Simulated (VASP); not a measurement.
HfO2: single point with PBE

The system is HfO2.

```
Hf O
1.0
     0.00000    2.55750    2.55750
     2.55750    0.00000    2.55750
     2.55750    2.55750    0.00000
Hf O
1 2
Direct
  0.00000 0.00000 0.00000
  0.75000 0.75000 0.75000
  0.25000 0.25000 0.25000
```

```
Program             : VASP 6.6.1
Task                : single point
Functional          : PBE
Potentials or basis : VASP PAW PBE potentials, release 64 (Hf_pv, O)
Cutoff              : 520 eV
k mesh              : 9 × 9 × 9
Occupations         : gaussian, width 0.024 eV
Spin                : no spin polarisation
```

```
Pressure               : -6.0 GPa
Band gap on the k mesh : 3.84 eV, indirect (least direct gap 3.95 eV)
```

Levels at points of the mesh, in eV from the valence-band top:
```csv
k point,band 8,band 9,band 10,band 11,band 12,band 13,band 14,band 15
"(0.00, 0.00, 0.00)",-5.13,-0.54,-0.54,-0.54,3.86,3.86,5.67,10.14
```

Wall time 38 s on 1 thread of AMD EPYC 7R43 64-Core Processor (Zen 3), on a shared host, peak memory 0.13 GiB.

Caveat: spin-orbit coupling is left out, which moves the levels of the heavy elements. A k mesh can miss the band edges.
